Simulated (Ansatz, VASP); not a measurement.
**Ag: VASP beside Ansatz**

```
CELL_PARAMETERS angstrom
3.02573 0.00000 0.00000
-1.51286 2.62036 0.00000
0.00000 0.00000 4.88333
ATOMIC_POSITIONS crystal
Ag 0.33333 0.66667 0.25000
Ag 0.66667 0.33333 0.75000
```

Alike in both runs: functional BLYP; k mesh 12 × 12 × 7; occupations fermi-dirac, width 0.1 eV; no spin polarisation.

Ansatz relaxed the structure, and its values are those at the end. VASP's run is a single point on that final structure, the one shown.

```csv
,VASP,Ansatz
version,VASP 6.6.1,Ansatz 0.2.0
potentials or method,"VASP PAW PBE potentials, release 64 (Ag), cutoff 520 eV","plane waves (420 eV) with PAW, scalar-relativistic"
valence electrons in the cell,22,38
```

Ansatz gave:

- pressure (GPa): 0.0

Task: Estimate VASP's values.

Result: Pressure (GPa): 0.1.

VASP's potentials were made for PBE, not for BLYP. With one functional, cell and mesh, what is left measures potentials, basis and numerics. VASP's potentials hold 22 valence electrons a cell and Ansatz's 38, so a difference there can come from the potentials and not from the codes.
